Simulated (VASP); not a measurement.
ZnAu:

```
CELL_PARAMETERS angstrom
3.08276 0.00000 0.00000
0.00000 3.08276 0.00000
0.00000 0.00000 3.08276
ATOMIC_POSITIONS crystal
Au 0.00000 0.00000 0.00000
Zn 0.50000 0.50000 0.50000
```

This cell differs from its parent crystal: volume scaled by 0.94.

Base run:

| Property | Result |
| --- | --- |
| Program | VASP 6.6.1 |
| Functional | PBE |
| Potentials or basis | VASP PAW PBE potentials, release 64 (Au, Zn) |
| Cutoff | 520 eV |
| k mesh | 8 × 8 × 8 |
| Occupations | fermi-dirac, width 0.05 eV |
| Spin | no spin polarisation |

Its results: pressure 15.7 GPa.

Question: The run is repeated on the same cell with these changes: functional from PBE to PBEsol. What comes out?

Answer: Pressure 7.6 GPa.

PBEsol binds more tightly than PBE, so the same cell stands under less pressure.

Caveats: the PAW data sets were made with another functional, which shifts forces and pressure a little (some runs).
